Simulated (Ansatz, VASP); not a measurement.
**Os in VASP and in Ansatz**

```
Os
1.0
     0.00000    2.77808    2.77808
     2.77808    0.00000    2.77808
     2.77808    2.77808    0.00000
Os
2
Direct
  0.87500 0.87500 0.87500
  0.12500 0.12500 0.12500
```

Change from the starting cell: volume scaled by 1, PAW files.

Alike in both runs: task single point; functional PBE; k mesh 13 × 13 × 13; occupations fermi-dirac, width 0.08 eV; no spin polarisation.

|  | VASP | Ansatz |
| --- | --- | --- |
| version | VASP 6.6.1 | Ansatz 0.2.0 |
| potentials or method | VASP PAW PBE potentials, release 64 (Os) | PAW with Ansatz's default frozen-core files, scalar-relativistic |
| plane-wave cutoff (eV) | 520 | 420 |
| valence electrons in the cell | 16 | 32 |

Ansatz gave:

```
pressure (GPa) : 0.0
```

Task: Estimate VASP's values.

Result: Pressure (GPa): -1.1.

VASP's potentials hold 16 valence electrons a cell and Ansatz's 32, so a difference there can come from the potentials and not from the codes.

Spin-orbit coupling is off throughout.
